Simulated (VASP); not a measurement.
# Nb (I4/mmm) in VASP: a series of runs, part 2 of 2

VASP 6.6.1.

### Step 3. Single point, LDA (strain +0.0375 x Voigt [0, 1, 0, 0, 0, 0])

File INCAR:

```
SYSTEM = Nb
PREC     = Accurate       ! precision mode
ENCUT    = 500            ! plane-wave cutoff, eV
EDIFF    = 1E-6           ! SCF threshold, eV
ISMEAR   = 0              ! smearing method
SIGMA    = 0.15           ! smearing width, eV
LREAL    = .FALSE.        ! projectors in reciprocal space
LASPH    = .TRUE.         ! aspherical terms in the spheres
NELM     = 120            ! most SCF steps
ALGO     = Normal         ! electronic algorithm
ISIF     = 2              ! what is computed and relaxed
LWAVE    = .FALSE.        ! write WAVECAR
LCHARG   = .TRUE.         ! write CHGCAR
GGA      = CA             ! functional
LELF     = .TRUE.         ! ELF
LVHAR    = .TRUE.       
NBANDS   = 12             ! bands
GGA_COMPAT= .FALSE.
```

File KPOINTS:

```
Automatic mesh
0
G
  20 20 20
  0 0 0
```

File POSCAR:

```
Nb
1.0
   -1.6639500000      1.7263481250      1.6639500000
    1.6639500000     -1.7263481250      1.6639500000
    1.6639500000      1.7263481250     -1.6639500000
Nb
1
Direct
    0.0000000000      0.0000000000      0.0000000000
```

Potentials or basis: VASP PAW LDA potentials, release 64 (Nb_sv).

Run with:

```sh
cat potpaw_LDA.64/Nb_sv/POTCAR > POTCAR
mpirun -np 1 vasp_std > vasp.out
```

OUTCAR:

```text
SYSTEM = Nb
   PREC = Accurate
   ENCUT = 500
   EDIFF = 1E-6
   ISMEAR = 0
   LREAL = .FALSE.
   LASPH = .TRUE.
   NELM = 120
   ISIF = 2
   GGA = CA

 ion  position               nearest neighbor table
   1  0.000  0.000  0.000-

  LATTYP: Found a body centered tetragonal cell.
 ALAT       =     3.3279000000
 C/A-ratio  =     1.0375000000

  Lattice vectors:

 A1 = (  -1.6639500000,  -1.7263481250,   1.6639500000)
 A2 = (   1.6639500000,  -1.7263481250,  -1.6639500000)
 A3 = (   1.6639500000,   1.7263481250,   1.6639500000)

Analysis of symmetry for initial positions (statically):
=====================================================================
 Subroutine PRICEL returns:
 Original cell was already a primitive cell.

 Routine SETGRP: Setting up the symmetry group for a
 body centered tetragonal supercell.

 Subroutine GETGRP returns: Found 16 space group operations
 (whereof 16 operations were pure point group operations)
 out of a pool of 16 trial point group operations.

The static configuration has the point symmetry D_4h.

Analysis of symmetry for dynamics (positions and initial velocities):
=====================================================================
 Subroutine PRICEL returns:
 Original cell was already a primitive cell.

 Routine SETGRP: Setting up the symmetry group for a
 body centered tetragonal supercell.

 Subroutine GETGRP returns: Found 16 space group operations
 (whereof 16 operations were pure point group operations)
 out of a pool of 16 trial point group operations.

The dynamic configuration has the point symmetry D_4h.

 Subroutine INISYM returns: Found 16 space group operations
 (whereof 16 operations are pure point group operations),
 and found     1 'primitive' translations

----------------------------------------------------------------------------------------

                                     Primitive cell

  volume of cell :      19.1192

  direct lattice vectors                    reciprocal lattice vectors
    -1.663950000  1.726348125  1.663950000     0.000000000  0.289628721  0.300489798
[... 114 lines left out ...]
   LRPA    =     F    only Hartree local field effects (RPA)
 non-spin polarized calculation
 Gauss-broadening in eV      SIGMA  =   0.15
  energy-cutoff  :      500.00
  volume of cell :       19.12
 maximum number of plane-waves:       500
 NGX is ok and might be reduce to    24
   NGX = 11   NGY = 11   NGZ = 11

 number of electron      13.0000000 magnetization

 Free energy of the ion-electron system (eV)
  ---------------------------------------------------
  ext. energy  EPLUGINS =         0.00000000
  ---------------------------------------------------
  free energy    TOTEN  =       -11.14269294 eV

  energy without entropy =      -11.12404080  energy(sigma->0) =      -11.13336687

 E-fermi :  10.1821     XC(G=0): -12.4110

 val. band max:       10.1808529508   @ k =   0.5000   0.1500   0.0500
 cond. band min:      10.1852804515   @ k =  -0.1000   0.1500   0.1000
 fundamental gap:      0.0044275007
 Fermi energy:        10.1820890343

 k-point     1 :       0.0000    0.0000    0.0000
  band No.  band energies     occupation
      1     -43.9691      2.00000
      2     -19.5374      2.00000
      3     -19.5367      2.00000
      4     -19.5367      2.00000
      5       4.3688      2.00000
      6      10.4159      0.02749
      7      10.4159      0.02749
      8      10.7834      0.00000
      9      12.9753      0.00000
     10      13.4625      0.00000
     11      23.8610      0.00000
     12      24.4659      0.00000
[... 331 lines left out ...]
 k-point    24 :      -0.4000    0.0500    0.0000
  band No.  band energies     occupation
      1     -43.8014      2.00000
      2     -20.5178      2.00000
      3     -19.8450      2.00000
      4     -19.5480      2.00000
      5       6.8378      2.00000
      6       9.0336      2.00000
      7      10.8048      0.00000
      8      12.9615      0.00000
      9      13.6619      0.00000
     10      14.9657      0.00000
     11      22.2892      0.00000
     12      23.0149      0.00000

 [... further k-points ...]

------------------------ aborting loop because EDIFF is reached ----------------------------------------

  FORCE on cell =-STRESS in cart. coord.  units (eV):
  Direction    XX          YY          ZZ          XY          YZ          ZX
  --------------------------------------------------------------------------------------
  -------------------------------------------------------------------------------------
  Total       -1.9042651     -2.3418735     -1.9042651      0.0000000     -0.0000000      0.0000000
  in kB     -159.5765562   -196.2479368   -159.5765562      0.0000000     -0.0000000      0.0000000
  external PRESSURE =    -171.8003497 kB  Pullay stress =       0.0000000 kB

 VOLUME and BASIS-vectors are now :
 -----------------------------------------------------------------------------
  energy-cutoff  :      500.00
  volume of cell :       19.12
      direct lattice vectors                 reciprocal lattice vectors
    -1.663950000  1.726348125  1.663950000     0.000000000  0.289628721  0.300489798
     1.663950000 -1.726348125  1.663950000     0.300489798  0.000000000  0.300489798
     1.663950000  1.726348125 -1.663950000     0.300489798  0.289628721  0.000000000

 POSITION                                       TOTAL-FORCE (eV/Angst)
 -----------------------------------------------------------------------------------
      0.00000      0.00000      0.00000        -0.000000     -0.000000     -0.000000
 -----------------------------------------------------------------------------------
    total drift:                                0.000000      0.000000      0.000000

  FREE ENERGIE OF THE ION-ELECTRON SYSTEM (eV)
  ---------------------------------------------------
  free  energy   TOTEN  =       -11.1426929371 eV

  energy  without entropy=      -11.1240407968  energy(sigma->0) =      -11.13336687
```

stdout:

```text
POSCAR found type information on POSCAR Nb
 POSCAR found :  1 types and       1 ions
 scaLAPACK will be used
 LDA part: xc-table for (Slater(with rela. corr.)+CA(PZ))
 , standard interpolation
 POSCAR, INCAR and KPOINTS ok, starting setup
 FFT: planning ... GRIDC
 FFT: planning ... GRID_SOFT
 FFT: planning ... GRID
 WAVECAR not read
 entering main loop
```

Run time: 43 s. Hardware: 1 thread of Intel Xeon Platinum 8559C (Emerald Rapids), shared host; peak memory 0.23 GiB.

What came out:

```yaml
Free_energy: -11.1427 eV
Pressure: -17.2 GPa
```

Levels at points of the mesh, in eV from the Fermi level:
| k point | band 4 | band 5 | band 6 | band 7 | band 8 | band 9 |
| --- | --- | --- | --- | --- | --- | --- |
| (0.00, 0.00, 0.00) | -29.72 | -5.81 | 0.23 | 0.23 | 0.60 | 2.79 |
| (0.50, 0.00, 0.00) | -29.72 | -3.49 | -1.38 | 1.99 | 2.80 | 3.69 |
| (0.00, 0.50, 0.00) | -29.75 | -3.52 | -1.78 | 2.23 | 3.37 | 3.84 |
| (0.50, 0.50, 0.50) | -30.48 | -3.46 | -3.37 | 5.13 | 5.25 | 5.25 |

Caveat: the cell differs from its parent crystal (strain +0.0375 x Voigt [0, 1, 0, 0, 0, 0]).
